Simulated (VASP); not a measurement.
# AlN: single point with r2SCAN

AlN:

```
Al N
1.0
     0.00000    1.92055    1.92055
     1.92055    0.00000    1.92055
     1.92055    1.92055    0.00000
Al N
1 1
Direct
  0.00000 0.00000 0.00000
  0.50000 0.50000 0.50000
```

This cell differs from its parent crystal: strain -4.9%.

```json
{
  "Program": "VASP 6.6.1",
  "Task": "single point",
  "Functional": "r2SCAN",
  "Potentials or basis": "VASP PAW PBE potentials, release 64 (Al, N)",
  "Cutoff": "520 eV",
  "k mesh": "10 × 10 × 10",
  "Occupations": "gaussian, width 0.01 eV",
  "Spin": "no spin polarisation",
  "Dipole correction": "no",
  "Further INCAR settings": "ALGO = Normal; EDIFF = 1e-06; NBANDS = 11"
}
```

```
Pressure               : 54.5 GPa
Band gap on the k mesh : 5.68 eV (least direct gap 9.00 eV)
```

Levels at points of the mesh, in eV from the valence-band top:
```tsv
k point	band 2	band 3	band 4	band 5	band 6	band 7
(0.00, 0.00, 0.00)	0.00	0.00	0.00	9.01	13.42	13.42
(0.50, 0.00, 0.00)	-9.52	-1.48	-1.48	7.95	13.26	13.26
(0.50, 0.50, 0.00)	-8.66	-3.32	-3.32	5.68	7.15	17.45
```

Wall time 21 s on 1 thread of AMD EPYC 7R13 Processor (Zen 3), on a shared host, peak memory 0.09 GiB.

Caveat: the cell differs from its parent crystal (strain -4.9%); the cell stands under pressure; the PAW data sets were made with another functional, which shifts forces and pressure a little. A k mesh can miss the band edges.
